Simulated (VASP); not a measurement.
Here is a VASP 6.6.1 calculation.

The input INCAR:

```
PREC = Accurate
ENCUT = 600
EDIFF = 1E-6
ISMEAR = -1
SIGMA = 0.02
LREAL = False
LASPH = True
NELM = 120
ALGO = Normal
ISIF = 2
LWAVE = False
LCHARG = False
NBANDS = 75
GGA_COMPAT = False
```

File KPOINTS:

```
regular mesh
0
Gamma
  4 4 4
```

The input POSCAR:

```
CdIn2O4
1.0
    0.0000000000      4.5462786104      4.5462786104
    4.5462786104      0.0000000000      4.5462786104
    4.5462786104      4.5462786104      0.0000000000
Cd In O
2 4 8
Direct
    0.0000000000      0.0000000000      0.0000000000
    0.2500000000      0.2500000000      0.2500000000
    0.6250000000      0.6250000000      0.6250000000
    0.1250000000      0.6250000000      0.6250000000
    0.6250000000      0.6250000000      0.1250000000
    0.6250000000      0.1250000000      0.6250000000
    0.8624623976      0.8624623976      0.8624623976
    0.8373871929      0.3875376024      0.3875376024
    0.8624623976      0.8624623976      0.4126128071
    0.3875376024      0.8373871929      0.3875376024
    0.4126128071      0.8624623976      0.8624623976
    0.3875376024      0.3875376024      0.3875376024
    0.8624623976      0.4126128071      0.8624623976
    0.3875376024      0.3875376024      0.8373871929
```

Potentials or basis: VASP PAW LDA potentials, release 64 (Cd, In_d, O).

Command:

```console
$ cat potpaw_LDA.64/Cd/POTCAR potpaw_LDA.64/In_d/POTCAR potpaw_LDA.64/O/POTCAR > POTCAR
$ mpirun -np 1 vasp_std > vasp.out
```

Q: Estimate the band gap on the k mesh.

A: 1.09 eV (least direct gap 1.14 eV).

Q: Predict the pressure.

A: 0.9 GPa.

Forces on the atoms (eV/Å):
```
Cd   0.000  0.000  0.000
Cd   0.000  0.000  0.000
In   0.000  0.000  0.000
In   0.000  0.000  0.000
In   0.000  0.000  0.000
In   0.000  0.000  0.000
O   -0.029 -0.029 -0.029
O    0.029 -0.029 -0.029
O    0.029  0.029 -0.029
O   -0.029  0.029 -0.029
O   -0.029  0.029  0.029
O    0.029  0.029  0.029
O    0.029 -0.029  0.029
O   -0.029 -0.029  0.029
```

Caveat: spin-orbit coupling is left out, which moves the levels of the heavy elements. A k mesh can miss the band edges.
